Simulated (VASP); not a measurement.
Input of a VASP 6.6.1 run:

The input POSCAR:

```
SiO2
1.0
    4.8321283862      0.0000000000      0.0000000000
    0.0000000000      4.8321283862      0.0000000000
    0.0000000000      0.0000000000      6.7130775682
Si O
4 8
Direct
    0.1838381415      0.1838381415      0.0000000000
    0.3161618585      0.6838381415      0.7500000000
    0.6838381415      0.3161618585      0.2500000000
    0.8161618585      0.8161618585      0.5000000000
    0.6366642765      0.7326699817      0.6936951274
    0.3633357235      0.2673300183      0.1936951274
    0.7326699817      0.6366642765      0.3063048726
    0.2326699817      0.8633357235      0.9436951274
    0.2673300183      0.3633357235      0.8063048726
    0.1366642765      0.7673300183      0.5563048726
    0.8633357235      0.2326699817      0.0563048726
    0.7673300183      0.1366642765      0.4436951274
```

INCAR.step1

```
SYSTEM = SiO2
ALGO     = Normal         ! electronic algorithm
EDIFF    = 1E-4           ! SCF threshold, eV
ENCUT    = 520            ! plane-wave cutoff, eV
GGA      = PE             ! functional
ISMEAR   = 0              ! smearing method
LASPH    = .TRUE.         ! aspherical terms in the spheres
LCHARG   = .FALSE.        ! write CHGCAR
LREAL    = .FALSE.        ! projectors in reciprocal space
LWAVE    = .TRUE.         ! write WAVECAR
NBANDS   = 44             ! bands
NELM     = 60             ! most SCF steps
PREC     = Accurate       ! precision mode
SIGMA    = 0.02           ! smearing width, eV
```

The input INCAR.step2:

```
SYSTEM = SiO2
ALGO     = Normal         ! electronic algorithm
EDIFF    = 1E-6           ! SCF threshold, eV
ENCUT    = 520            ! plane-wave cutoff, eV
ISIF     = 2              ! what is computed and relaxed
ISMEAR   = 0              ! smearing method
ISTART   = 1            
LASPH    = .TRUE.         ! aspherical terms in the spheres
LCHARG   = .FALSE.        ! write CHGCAR
LMIXTAU  = .TRUE.       
LREAL    = .FALSE.        ! projectors in reciprocal space
LWAVE    = .FALSE.        ! write WAVECAR
METAGGA  = R2SCAN         ! meta-GGA
NBANDS   = 44             ! bands
NELM     = 60             ! most SCF steps
PREC     = Accurate       ! precision mode
SIGMA    = 0.02           ! smearing width, eV
```

KPOINTS

```
k-points
0
G
  6 6 4
  0 0 0
```

Potentials or basis: VASP PAW PBE potentials, release 64 (Si, O).

The run is started by

```bash
$ cat potpaw_PBE.64/Si/POTCAR potpaw_PBE.64/O/POTCAR > POTCAR
$ cp INCAR.step1 INCAR
$ mpirun -np 1 vasp_std > vasp.out
$ cp INCAR.step2 INCAR
$ mpirun -np 1 vasp_std > vasp.out
```

Problem. Predict the largest force.

Solution. 0.035 eV/Å.

Problem. Predict the band gap on the k mesh.

Solution. 6.55 eV.

Forces on the atoms (eV/Å):
```
Si  -0.025 -0.025  0.000
Si   0.025 -0.025  0.000
Si  -0.025  0.025  0.000
Si   0.025  0.025  0.000
O    0.008 -0.005 -0.004
O   -0.008  0.005 -0.004
O   -0.005  0.008  0.004
O   -0.005 -0.008 -0.004
O    0.005 -0.008  0.004
O    0.008  0.005  0.004
O   -0.008 -0.005  0.004
O    0.005  0.008 -0.004
```

Caveat: the cell differs from its parent crystal (equal strain along all axes, cell held: -3.0 %, then relaxed in part); the PAW data sets were made with another functional, which shifts forces and pressure a little. A k mesh can miss the band edges.
